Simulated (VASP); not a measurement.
## BN: single point with LDA

Crystal: BN.

```
B N
1.0
     1.25112    0.72233    3.37293
    -1.25112    0.72233    3.37293
     0.00000   -1.44467    3.37293
B N
1 1
Direct
  0.00033 0.00033 0.00033
  0.66724 0.66724 0.66724
```

| Property | Result |
| --- | --- |
| Program | VASP 6.6.1 |
| Task | single point |
| Functional | LDA |
| Potentials or basis | VASP PAW LDA potentials, release 64 (B, N) |
| Cutoff | 600 eV |
| k mesh | 6 × 6 × 6 |
| Occupations | gaussian, width 0.01 eV |
| Spin | no spin polarisation |

The pressure is -4.0 GPa and the band gap on the k mesh is 4.09 eV (least direct gap 4.55 eV).

Stress tensor (GPa, compression positive):
```
-5.39  0.00  0.00
 0.00 -5.39  0.00
 0.00  0.00 -1.17
```

Levels at points of the mesh, in eV from the valence-band top:
```
           k point  band 1  band 2  band 3  band 4  band 5  band 6  band 7  band 8  band 9
(0.00, 0.00, 0.00)  -17.56   -4.20   -1.30   -1.30    4.84   11.57   11.57   12.97   14.81
(0.50, 0.00, 0.00)  -14.34   -8.89   -4.08   -0.60    5.14    9.89   12.70   14.67   19.64
(0.50, 0.50, 0.00)  -14.27   -8.76   -4.14   -1.20    4.09    9.90   13.88   17.18   20.04
(0.50, 0.50, 0.50)  -17.29   -6.24   -1.31   -1.31    9.83   11.49   11.49   12.34   16.01
```

Run time: 12 s on 1 thread of AMD EPYC 7R43 64-Core Processor (Zen 3), with other jobs on the host, peak memory 0.11 GiB.

Caveat: the k points lie up to 0.49 Å⁻¹ apart. A k mesh can miss the band edges.
